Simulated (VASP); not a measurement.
Al3C2:

```
CELL_PARAMETERS angstrom
3.19631 0.00000 0.00000
0.00000 3.19631 0.00000
0.00000 0.00000 6.53344
ATOMIC_POSITIONS crystal
Al 0.00000 0.50000 0.36525
Al 0.50000 0.00000 0.63475
Al 0.50000 0.50000 0.00000
C 0.50000 0.00000 0.26216
C 0.00000 0.50000 0.73784
```

- Program: VASP 6.6.1
- Task: relaxation of cell and atoms
- Functional: PBE
- Potentials or basis: VASP PAW PBE potentials, release 64 (Al, C)
- Cutoff: 600 eV
- k mesh: 6 × 6 × 4
- Occupations: gaussian, width 0.1 eV
- Spin: no spin polarisation

At the start: pressure -21.7 GPa; volume 13.35 Å³/atom.

Where does the relaxation end?

Over 8 steps the energy falls by 315.1 meV/atom and the volume is 10.77 Å³/atom (-19.3 %); space group P-4m2 (No. 115, to 0.05 Å).

Step by step:
```csv
step,energy change (eV),largest force (eV/Å),pressure (GPa),volume (Å³)
1,0.0000,1.1684,-21.71,66.75
2,-1.4515,0.4281,10.77,50.64
3,-1.5079,0.5629,2.90,52.70
4,-1.5691,0.2181,1.38,53.43
5,-1.5699,0.1761,1.48,53.36
6,-1.5747,0.0656,-0.82,54.12
7,-1.5749,0.0774,-0.42,53.98
8,-1.5756,0.0157,-0.01,53.86
```

Final structure:
```cif
data_structure
_symmetry_space_group_name_H-M 'P 1'
_symmetry_Int_Tables_number 1
_cell_length_a 3.0771
_cell_length_b 3.0771
_cell_length_c 5.6883
_cell_angle_alpha 90.000
_cell_angle_beta 90.000
_cell_angle_gamma 90.000
_cell_volume 53.86
loop_
_atom_site_label
_atom_site_type_symbol
_atom_site_fract_x
_atom_site_fract_y
_atom_site_fract_z
_atom_site_occupancy
Al1 Al 0.00000 0.50000 0.35741 1
Al2 Al 0.50000 0.00000 0.64259 1
Al3 Al 0.50000 0.50000 0.00000 1
C1 C 0.50000 0.00000 0.27332 1
C2 C 0.00000 0.50000 0.72668 1
```

Caveat: the volume moved by over 15 % at a fixed basis, so the end points are rough.
